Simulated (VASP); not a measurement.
A run of VASP 6.6.1:

INCAR

```
ALGO = Normal
EDIFF = 1E-6
ENCUT = 520
GGA = PS
ISIF = 2
ISMEAR = 1
LASPH = T
LCHARG = F
LREAL = F
LWAVE = F
NBANDS = 38
NELM = 60
PREC = Accurate
SIGMA = 0.1
```

KPOINTS

```
k-points
0
Gamma
  6 6 6
```

Contents of POSCAR:

```
YBRh3
1.0
    4.1267517998      0.0000000000      0.0000000000
    0.0000000000      4.1267517998      0.0000000000
    0.0000000000      0.0000000000      4.1267517998
Y B Rh
1 1 3
Direct
    0.0000000000      0.0000000000      0.0000000000
    0.5000000000      0.5000000000      0.5000000000
    0.0000000000      0.5000000000      0.5000000000
    0.5000000000      0.0000000000      0.5000000000
    0.5000000000      0.5000000000      0.0000000000
```

Potentials or basis: VASP PAW PBE potentials, release 64 (Y_sv, B, Rh_pv).

Command:

```sh
$ cat potpaw_PBE.64/Y_sv/POTCAR potpaw_PBE.64/B/POTCAR potpaw_PBE.64/Rh_pv/POTCAR > POTCAR
$ mpirun -np 1 vasp_std > vasp.out
```

Hardware: 1 thread of Intel(R) Xeon(R) Platinum 8259CL CPU @ 2.50GHz (Skylake/Cascade Lake) (shared host).

Question: Estimate the wall time of this run.

Answer: Wall time 47 s on 1 thread of Intel(R) Xeon(R) Platinum 8259CL CPU @ 2.50GHz (Skylake/Cascade Lake) (shared host), peak memory 0.21 GiB. Counts: scf iterations 14, k points 20.
